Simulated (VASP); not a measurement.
A run of VASP 6.6.1:

INCAR

```
SYSTEM = Al16N15
ALGO = Normal
EDIFF = 1E-6
ENCUT = 520
GGA = PE
GGA_COMPAT = .FALSE.
ISIF = 2
ISMEAR = 0
LASPH = .TRUE.
LCHARG = .FALSE.
LREAL = Auto
LWAVE = .FALSE.
NBANDS = 82
NELECT = 122.0
NELM = 120
PREC = Accurate
SIGMA = 0.01
```

File KPOINTS:

```
Automatic mesh
0
Gamma
  1 1 1
  0.25 0.25 0.25
```

Contents of POSCAR:

```
Al16N15
1.0
    6.2604124020      0.0000000589      0.0000000000
   -3.1302062520      5.4216761488      0.0000000000
    0.0000000000      0.0000000000     10.0361163400
Al N
16 15
Direct
    0.3319674699      0.1665638338      0.2512930326
    0.1679767786      0.3311048480      0.5024913210
    0.3322697797      0.1671219354      0.7509562874
    0.1658047641      0.3332575701      1.0001332448
    0.3323332675      0.6636048978      0.2495549813
    0.1721902799      0.8358426413      0.5007085620
    0.3309621122      0.6648585826      0.7512283405
    0.1659467955      0.8339881926      1.0003834609
    0.8355086203      0.1670855388      0.2496574593
    0.6625544283      0.3259686602      0.5010117622
    0.8340804987      0.1675102996      0.7512386669
    0.6650541760      0.3329612085      1.0004621661
    0.8326183076      0.6663401261      0.2423848357
    0.6631636555      0.8352712031      0.5021869003
    0.8326975871      0.6666392185      0.7516383172
    0.6652583884      0.8339267578      0.9997209632
    0.3338418860      0.1649089709      0.4411246996
    0.1678184273      0.3312671397      0.1903999765
    0.3316108276      0.1674863215      0.9407233620
    0.1671382533      0.3318582487      0.6908141882
    0.3312237281      0.6638713077      0.4397736265
    0.1672440104      0.8315261332      0.1936961934
    0.3309789008      0.6685832960      0.9409476032
    0.1653276225      0.8316997501      0.6884488784
    0.8348885255      0.1676308624      0.4399243501
    0.6664704961      0.3312943532      0.1936291507
    0.8306068166      0.1682054538      0.9409212249
    0.6683692059      0.3343694466      0.6886227692
    0.6677169638      0.8326195738      0.1919943132
    0.8311418823      0.6678512651      0.9417462982
    0.6667872179      0.8309609715      0.6897093162
```

Potentials or basis: VASP PAW PBE potentials, release 64 (Al, N).

The run is started by

```sh
$ cat potpaw_PBE.64/Al/POTCAR potpaw_PBE.64/N/POTCAR > POTCAR
$ mpirun -np 1 vasp_std > vasp.out
```

Hardware: 1 thread of Intel(R) Xeon(R) Platinum 8175M CPU @ 2.50GHz (Skylake/Cascade Lake), on a shared host.

Question: Estimate the wall time of this run.

Answer: Run time: 11 min on 1 thread of Intel(R) Xeon(R) Platinum 8175M CPU @ 2.50GHz (Skylake/Cascade Lake), with other jobs on the host, peak memory 0.46 GiB. Counts: scf iterations 16, k points 6.
